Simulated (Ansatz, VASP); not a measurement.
LiF in VASP and in Ansatz

```
CELL_PARAMETERS angstrom
0.08056 2.05428 2.05428
2.05428 0.08056 2.05428
2.05428 2.05428 0.08056
ATOMIC_POSITIONS crystal
Li 0.00000 0.00000 0.00000
F 0.50000 0.50000 0.50000
```

Change from the starting cell: equal xy, yz and zx shear strains of +4 %.

Alike in both runs: task single point; functional PBE; k mesh 10 × 10 × 10; occupations fermi-dirac, width 0.03 eV; no spin polarisation.

```csv
,VASP,Ansatz
version,VASP 6.6.1,Ansatz 0.2.0
potentials or method,"VASP PAW PBE potentials, release 64 (Li_sv, F), cutoff 520 eV","all-electron LAPW, scalar-relativistic"
```

VASP gave:

```
gap on the k mesh at the Fermi level (eV) : 8.96
```

Q: Which values does Ansatz return?

A: gap on the k mesh at the Fermi level (eV): 8.94.

Ansatz ran all-electron here, and VASP with PAW potentials.

Noted on VASP's run: the cutoff is under 1.25 times that of the potentials, so the pressure is a little rough.
